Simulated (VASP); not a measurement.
Here is a VASP 6.6.1 calculation.

File INCAR:

```
SYSTEM = HfSi15
  PREC = Accurate
  ENCUT = 520
  EDIFF = 1E-6
  ISMEAR = 0
  SIGMA = 0.01
  LREAL = Auto
  LASPH = .True.
  NELM = 150
  ALGO = Fast
  ISIF = 2
  LWAVE = .False.
  LCHARG = .False.
  ISPIN = 2
  MAGMOM = 0.2 0 0 0 0 0 0 0 0.2 0 0 0 0.2 0.2 0.2 0
  LORBIT = 11
  LMAXMIX = 4
  GGA = PE
  IBRION = 2
  NSW = 65
  EDIFFG = -0.025
  NELECT = 69.0
```

Contents of KPOINTS:

```
regular mesh
0
Gamma
  2 2 2
  0 0 0
```

Contents of POSCAR:

```
HfSi15
1.0
    0.0000000000      5.4700936587     -5.4700936587
    5.4700936587      5.4700936587      0.0000000000
    5.4700936587      0.0000000000     -5.4700936587
Hf Si
1 15
Direct
    0.3750000000      0.3750000000      0.3750000000
    0.3728337880      0.8771662120      0.3728337880
    0.8771662120      0.3728337880      0.3728337880
    0.8771662120      0.8771662120      0.3728337880
    0.3728337880      0.3728337880      0.8771662120
    0.3728337880      0.8771662120      0.8771662120
    0.8771662120      0.3728337880      0.8771662120
    0.8750000000      0.8750000000      0.8750000000
    0.5089426083      0.5089426083     -0.0268278248
    0.5012312556     -0.0004104185     -0.0004104185
    0.9995895815      0.5012312556     -0.0004104185
    0.9995895815     -0.0004104185     -0.0004104185
    0.5089426083      0.5089426083      0.5089426083
    0.5089426083     -0.0268278248      0.5089426083
    0.9731721752      0.5089426083      0.5089426083
    0.9995895815     -0.0004104185      0.5012312556
```

Potentials or basis: VASP PAW PBE potentials, release 64 (Hf_pv, Si).

Command:

```console
$ cat potpaw_PBE.64/Hf_pv/POTCAR potpaw_PBE.64/Si/POTCAR > POTCAR
$ mpirun -np 1 vasp_std > vasp.out
```

Estimate the site moments.

Hf +0.14; Si +0.00, -0.00, +0.03 (each value once) μB.

Predict the net moment.

0.50 μB per cell.

What does it give for the energy gained by relaxing?

6.2 meV/atom.

Step by step:
```
step  energy change (eV)  largest force (eV/Å)  pressure (GPa)
   1              0.0000                0.6455           -0.62
   2             -0.0866                0.2255           -0.97
   3             -0.0998                0.0057           -1.17
```

Caveat: the k points lie up to 0.50 Å⁻¹ apart; the cell carries a net charge on a neutralising background, which shifts energy and pressure; the cell is charged against a uniform background, so pressure and absolute levels hang on convention.
